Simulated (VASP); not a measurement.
Input of a VASP 6.6.1 run:

INCAR

```
PREC     = Accurate       # precision mode
ENCUT    = 600            # plane-wave cutoff, eV
EDIFF    = 1E-6           # SCF threshold, eV
ISMEAR   = -1             # smearing method
SIGMA    = 0.1            # smearing width, eV
LREAL    = F              # projectors in reciprocal space
LASPH    = T              # aspherical terms in the spheres
NELM     = 120            # most SCF steps
ALGO     = Normal         # electronic algorithm
ISIF     = 2              # what is computed and relaxed
LWAVE    = F              # write WAVECAR
LCHARG   = F              # write CHGCAR
GGA      = PE             # functional
NBANDS   = 75             # bands
GGA_COMPAT= F
```

The input KPOINTS:

```
regular mesh
0
Gamma
  5 5 5
```

Contents of POSCAR:

```
CdIn2O4
1.0
    0.0000000000      4.6066510000      4.6066510000
    4.6066510000      0.0000000000      4.6066510000
    4.6066510000      4.6066510000      0.0000000000
In O Cd
4 8 2
Direct
    0.6250000000      0.6250000000      0.6250000000
    0.1250000000      0.6250000000      0.6250000000
    0.6250000000      0.6250000000      0.1250000000
    0.6250000000      0.1250000000      0.6250000000
    0.8650000000      0.8650000000      0.8650000000
    0.8450000000      0.3850000000      0.3850000000
    0.8650000000      0.8650000000      0.4050000000
    0.3850000000      0.8450000000      0.3850000000
    0.4050000000      0.8650000000      0.8650000000
    0.3850000000      0.3850000000      0.3850000000
    0.8650000000      0.4050000000      0.8650000000
    0.3850000000      0.3850000000      0.8450000000
    0.0000000000      0.0000000000      0.0000000000
    0.2500000000      0.2500000000      0.2500000000
```

Potentials or basis: VASP PAW PBE potentials, release 64 (In_d, O, Cd).

Launch:

```sh
$ cat potpaw_PBE.64/In_d/POTCAR potpaw_PBE.64/O/POTCAR potpaw_PBE.64/Cd/POTCAR > POTCAR
$ mpirun -np 1 vasp_std > vasp.out
```

Question: What does it give for the largest force?

Answer: 0.912 eV/Å.

Question: Predict the band gap on the k mesh.

Answer: 1.01 eV (least direct gap 1.07 eV).

Question: Estimate the pressure.

Answer: 4.3 GPa.

Forces in eV/Å, atoms in the order of the input:
```
In   0.000  0.000  0.000
In   0.000  0.000  0.000
In   0.000  0.000  0.000
In   0.000  0.000  0.000
O   -0.526 -0.526 -0.526
O    0.526 -0.526 -0.526
O    0.526  0.526 -0.526
O   -0.526  0.526 -0.526
O   -0.526  0.526  0.526
O    0.526  0.526  0.526
O    0.526 -0.526  0.526
O   -0.526 -0.526  0.526
Cd   0.000  0.000  0.000
Cd   0.000  0.000  0.000
```

Caveat: the cell stands under pressure; spin-orbit coupling is left out, which moves the levels of the heavy elements; an odd mesh through Γ misses points on the zone boundary, where band edges can lie. Expect the measured gap to be larger: semilocal functionals such as PBE lack the derivative discontinuity.
